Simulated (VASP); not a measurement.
# CdS (Imm2) in VASP: notebook, part 2 of 2

VASP 6.6.1.

## Step 5: Single point, PBE (strain +0.0150 x Voigt [0, 0, 0, 0, 1, 0])

Contents of INCAR:

```
ALGO = Normal
EDIFF = 1E-6
ENCUT = 520
GGA = PE
ISIF = 2
ISMEAR = 0
LASPH = True
LCHARG = True
LELF = True
LREAL = False
LVHAR = True
LWAVE = False
NBANDS = 16
NELM = 60
PREC = Accurate
SIGMA = 0.05
```

Contents of KPOINTS:

```
k-points
0
Gamma
  8 8 8
```

Contents of POSCAR:

```
CdS
1.0
    0.0218250000      2.9100000000      2.9100000000
    2.9318250000      0.0000000000      2.9318250000
    2.9100000000      2.9100000000      0.0218250000
Cd S
1 1
Direct
    0.0000000000      0.0000000000      0.0000000000
    0.7500000000      0.7500000000      0.7500000000
```

Command:

```sh
$ cat potpaw_PBE.64/Cd/POTCAR potpaw_PBE.64/S/POTCAR > POTCAR
$ mpirun -np 1 vasp_std > vasp.out
```

Wall time 47 s (1 thread of Intel Xeon Platinum 8488C (Sapphire Rapids), shared host); peak memory 0.22 GiB.

Results (log left out):

```yaml
Free_energy: -6.1121 eV
Pressure: 3.7 GPa
Largest_force: 0.112 eV/Å
Band_gap_on_the_k_mesh: 1.14 eV, direct
```

Forces on the atoms (eV/Å):
```
Cd   0.000 -0.112  0.000
S    0.000  0.112  0.000
```

Stress tensor (GPa, compression positive):
```
 3.69  0.00 -0.86
 0.00  3.69  0.00
-0.86  0.00  3.69
```

Levels at points of the mesh, in eV from the valence-band top:
| k point | band 5 | band 6 | band 7 | band 8 | band 9 | band 10 | band 11 | band 12 | band 13 | band 14 |
| --- | --- | --- | --- | --- | --- | --- | --- | --- | --- | --- |
| (0.00, 0.00, 0.00) | -7.29 | -7.29 | -0.05 | -0.03 | 0.00 | 1.14 | 6.42 | 6.52 | 6.62 | 11.45 |
| (0.50, 0.00, 0.00) | -7.25 | -6.89 | -4.47 | -0.81 | -0.81 | 2.97 | 6.91 | 7.00 | 7.51 | 11.06 |
| (0.00, 0.50, 0.00) | -7.25 | -6.91 | -4.47 | -0.77 | -0.75 | 3.03 | 6.98 | 7.07 | 7.44 | 11.12 |
| (0.50, 0.50, 0.00) | -7.20 | -6.84 | -4.01 | -1.93 | -1.93 | 3.52 | 4.34 | 9.23 | 10.80 | 10.81 |
| (0.50, 0.00, 0.50) | -7.20 | -6.84 | -4.01 | -1.99 | -1.87 | 3.51 | 4.35 | 9.24 | 10.75 | 10.84 |

Caveat: the cell differs from its parent crystal (strain +0.0150 x Voigt [0, 0, 0, 0, 1, 0]).

## Step 6: Single point, PBE (strain +0.0525 x Voigt [0, 0, 0, 0, 1, 0])

Contents of INCAR:

```
PREC     = Accurate       # precision mode
ENCUT    = 520            # plane-wave cutoff, eV
EDIFF    = 1E-7           # SCF threshold, eV
ISMEAR   = 0              # smearing method
SIGMA    = 0.05           # smearing width, eV
LREAL    = False          # projectors in reciprocal space
LASPH    = True           # aspherical terms in the spheres
NELM     = 100            # most SCF steps
ALGO     = Normal         # electronic algorithm
ISIF     = 2              # what is computed and relaxed
LWAVE    = False          # write WAVECAR
LCHARG   = False          # write CHGCAR
GGA      = PE             # functional
NBANDS   = 16             # bands
```

Contents of KPOINTS:

```
Automatic mesh
0
Gamma
  8 8 8
```

Contents of POSCAR:

```
CdS
1.0
    0.0763875000      2.9100000000      2.9100000000
    2.9863875000      0.0000000000      2.9863875000
    2.9100000000      2.9100000000      0.0763875000
Cd S
1 1
Direct
    0.0000000000      0.0000000000      0.0000000000
    0.7500000000      0.7500000000      0.7500000000
```

Potentials or basis: VASP PAW PBE potentials, release 64 (Cd, S).

Command:

```sh
$ cat potpaw_PBE.64/Cd/POTCAR potpaw_PBE.64/S/POTCAR > POTCAR
$ mpirun -np 1 vasp_std > vasp.out
```

OUTCAR:

```text
PREC = Accurate
   ENCUT = 520
   EDIFF = 1E-7
   ISMEAR = 0
   LREAL = False
   LASPH = True
   NELM = 100
   ISIF = 2
   GGA = PE

 ion  position               nearest neighbor table
   1  0.000  0.000  0.000-   2 2.48   2 2.48   2 2.56   2 2.56
   2  0.750  0.750  0.750-   1 2.48   1 2.48   1 2.56   1 2.56

  LATTYP: Found a body centered orthorhombic cell.
 ALAT       =     4.0073332280
 B/A-ratio  =     1.0539152760
 C/A-ratio  =     1.4523374196

  Lattice vectors:

 A1 = (   0.0763875000,  -2.9100000000,   2.9100000000)
[... 626 lines left out ...]
      4      -6.0729      2.00000
      5      -5.8363      2.00000
      6      -5.7753      2.00000
[... 8 lines left out ...]
     15      13.5829      0.00000
     16      15.7470      0.00000

 [... further k-points ...]
[... 5 lines left out ...]
  --------------------------------------------------------------------------------------
  -------------------------------------------------------------------------------------
  Total        1.2129744      1.2047762      1.2129744      0.0000000      0.0000000     -0.9306100
  in kB       39.4595952     39.1928962     39.4595952      0.0000000      0.0000000    -30.2739237
  external PRESSURE =      39.3706955 kB  Pullay stress =       0.0000000 kB

 VOLUME and BASIS-vectors are now :
 -----------------------------------------------------------------------------
  energy-cutoff  :      520.00
  volume of cell :       49.25
      direct lattice vectors                 reciprocal lattice vectors
     0.076387500  2.910000000  2.910000000    -0.176453202  0.171821306  0.176453202
     2.986387500  0.000000000  2.986387500     0.167426364 -0.171821306  0.167426364
     2.910000000  2.910000000  0.076387500     0.176453202  0.171821306 -0.176453202

 POSITION                                       TOTAL-FORCE (eV/Angst)
 -----------------------------------------------------------------------------------
      0.00000      0.00000      0.00000         0.000000     -0.397601     -0.000000
      4.47958      4.36500      4.47958         0.000000      0.397601      0.000000
 -----------------------------------------------------------------------------------
    total drift:                                0.000000      0.000118      0.000000

  FREE ENERGIE OF THE ION-ELECTRON SYSTEM (eV)
  ---------------------------------------------------
  free  energy   TOTEN  =        -6.0889148658 eV

  energy  without entropy=       -6.0889148658  energy(sigma->0) =       -6.08891487
```

OSZICAR:

```text
N       E                     dE             d eps       ncg     rms          rms(c)
DAV:   1     0.109951038690E+03    0.10995E+03   -0.90693E+03  3104   0.103E+03
DAV:   2    -0.233519494037E+01   -0.11229E+03   -0.10593E+03  3688   0.257E+02
DAV:   3    -0.661021450379E+01   -0.42750E+01   -0.42672E+01  3864   0.517E+01
DAV:   4    -0.663634708499E+01   -0.26133E-01   -0.26131E-01  3792   0.396E+00
DAV:   5    -0.663669843797E+01   -0.35135E-03   -0.35135E-03  3872   0.436E-01    0.833E+00
DAV:   6    -0.610829744173E+01    0.52840E+00   -0.83696E-01  4648   0.117E+01    0.664E+00
DAV:   7    -0.608854937607E+01    0.19748E-01   -0.20641E-01  3832   0.311E+00    0.319E+00
DAV:   8    -0.608882062153E+01   -0.27125E-03   -0.18972E-02  3736   0.175E+00    0.322E-01
DAV:   9    -0.608872529805E+01    0.95323E-04   -0.22078E-03  3680   0.705E-01    0.592E-02
DAV:  10    -0.608884086486E+01   -0.11557E-03   -0.24976E-04  3912   0.165E-01    0.648E-02
DAV:  11    -0.608892134974E+01   -0.80485E-04   -0.12418E-04  3624   0.906E-02    0.210E-02
DAV:  12    -0.608891388897E+01    0.74608E-05   -0.25262E-05  4168   0.661E-02    0.102E-02
DAV:  13    -0.608891516636E+01   -0.12774E-05   -0.44615E-06  3440   0.132E-02    0.133E-02
DAV:  14    -0.608891487237E+01    0.29399E-06   -0.35708E-07  4088   0.332E-03    0.483E-03
DAV:  15    -0.608891486584E+01    0.65274E-08   -0.18645E-08  2456   0.940E-04
   1 F= -.60889149E+01 E0= -.60889149E+01  d E =-.142528E-14
```

It took 46 s on 1 thread of Intel Xeon Platinum 8488C (Sapphire Rapids), shared host; peak memory 0.22 GiB.

Results:

```
Free energy            : -6.0889 eV
Pressure               : 3.9 GPa
Largest force          : 0.398 eV/Å
Band gap on the k mesh : 1.07 eV, direct
```

Forces in eV/Å, atoms in the order of the input:
```
Cd   0.000 -0.398  0.000
S    0.000  0.398  0.000
```

Caveat: the cell differs from its parent crystal (strain +0.0525 x Voigt [0, 0, 0, 0, 1, 0]).

## Step 7: The runs side by side

| cell | gap on the mesh (eV) | pressure (GPa) | largest force (eV/Å) |
| --- | --- | --- | --- |
| a = 4.116, b = 3.992 Å, angles 61.0, 62.0, 61.0°, 2 atoms | 1.05 | 4.0 | 0.46 |
| a = 4.116, b = 4.208 Å, angles 59.3, 58.5, 59.3°, 2 atoms | 1.09 | 3.9 | 0.34 |
| a = 4.116, b = 4.054 Å, angles 60.5, 61.0, 60.5°, 2 atoms | 1.11 | 3.8 | 0.23 |
| a = 4.115, b = 4.146 Å, angles 59.8, 59.5, 59.8°, 2 atoms | 1.14 | 3.7 | 0.11 |
| a = 4.116, b = 4.223 Å, angles 59.1, 58.3, 59.1°, 2 atoms | 1.07 | 3.9 | 0.40 |

Alike in all rows: task single point; level PBE; potentials or basis VASP PAW PBE potentials, release 64 (Cd, S); no spin polarisation; k mesh 8 × 8 × 8; cutoff (eV) 520; smearing gaussian 0.05 eV.

Absolute energies hang on the potentials; compare differences alone.
